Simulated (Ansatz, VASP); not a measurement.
# One calculation of Ir, two programs

```xyz
1
Lattice="2.4653 0.0000 0.0000 0.0000 2.4653 0.0000 0.0000 0.0000 2.4653" Properties=species:S:1:pos:R:3 pbc="T T T"
Ir    0.0000    0.0000    0.0000
```

Alike in both runs: task relaxation of cell and atoms; functional r2SCAN; k mesh 8 × 8 × 8; occupations gaussian, width 0.1 eV; no spin polarisation.

```csv
,VASP,Ansatz
version,VASP 6.6.1,Ansatz 0.2.0
potentials or method,"VASP PAW PBE potentials, release 64 (Ir_sv_GW), cutoff 620 eV","scalar-relativistic, plane waves, PAW"
valence electrons in the cell,17,17
```

Ansatz gave:

| Item | Value |
| --- | --- |
| gap on the k mesh at the Fermi level, each at its own relaxed structure (eV) | none |
| relaxed volume (Å³/atom) | 16.54 |
| relaxed length of the cell vector where the two differ most in proportion (Å) | 2.548 |

Problem. Estimate VASP's values.

Solution. gap on the k mesh at the Fermi level, each at its own relaxed structure (eV): none; relaxed volume (Å³/atom): 16.47; relaxed length of the cell vector where the two differ most in proportion (Å): 2.545.

VASP's potentials were made for PBE, not for r2SCAN. A gap of «none» marks a metal or a gap that the smearing closes.

Neither program's run includes spin-orbit coupling.
